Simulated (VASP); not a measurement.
Set up this calculation in VASP 6.6.1, as the native input.

```
Task                   : single point
Functional             : PBE
Potentials or basis    : VASP PAW PBE potentials, release 64 (Ta_pv, Al, N)
Cutoff                 : 520 eV
k mesh                 : 6 × 6 × 4
Occupations            : gaussian, width 0.1 eV
Spin                   : collinear spin
Starting moments       : [1.0, 1.0, 0.0, 0.0, 0.0] μB
Dipole correction      : no
Further INCAR settings : ALGO = Normal; EDIFF = 1e-06; NBANDS = 30
```

The structure of Ta2AlN2 lies in POSCAR:

```
Ta2AlN2
1.0
    3.9283463400      0.0000000000      0.0000000000
   -1.9641731700      3.4020477200      0.0000000000
    0.0000000000      0.0000000000      5.8418157400
Ta Al N
2 1 2
Direct
    0.3333333300      0.6666666700      0.5000000000
    0.6666666700      0.3333333300      0.5000000000
    0.0000000000      0.0000000000      0.0000000000
    0.3333333300      0.6666666700      0.0000000000
    0.6666666700      0.3333333300      0.0000000000
```

The cell was built from a structure type or drawn by symmetry, and may not be a known phase.

These files were run (other wordings do the same):

INCAR

```
ALGO = Normal ; EDIFF = 1E-6
ENCUT = 520 ; GGA = PE
ISIF = 2 ; ISMEAR = 0
ISPIN = 2 ; LASPH = T
LCHARG = T ; LELF = T
LMAXMIX = 4 ; LORBIT = 11
LREAL = F ; LVHAR = T
LWAVE = F ; MAGMOM = 1 1 0 0 0
NBANDS = 30 ; NELM = 150
PREC = Accurate ; SIGMA = 0.1
```

KPOINTS

```
k-points
0
Gamma
  6 6 4
```

Potentials or basis: VASP PAW PBE potentials, release 64 (Ta_pv, Al, N).

The run is started by

```bash
$ cat potpaw_PBE.64/Ta_pv/POTCAR potpaw_PBE.64/Al/POTCAR potpaw_PBE.64/N/POTCAR > POTCAR
$ mpirun -np 1 vasp_std > vasp.out
```

Results of the run:

- Pressure: 9.5 GPa
- Net moment: 0.00 μB per cell
- Valence electrons inside the program's atomic spheres: Ta 9.50; Al 0.60; N 3.44

Caveat: the cell stands under pressure.

Wall time 50 s on 1 thread of AMD EPYC 9R45 96-Core Processor (Zen 5), on a shared host, peak memory 0.24 GiB.
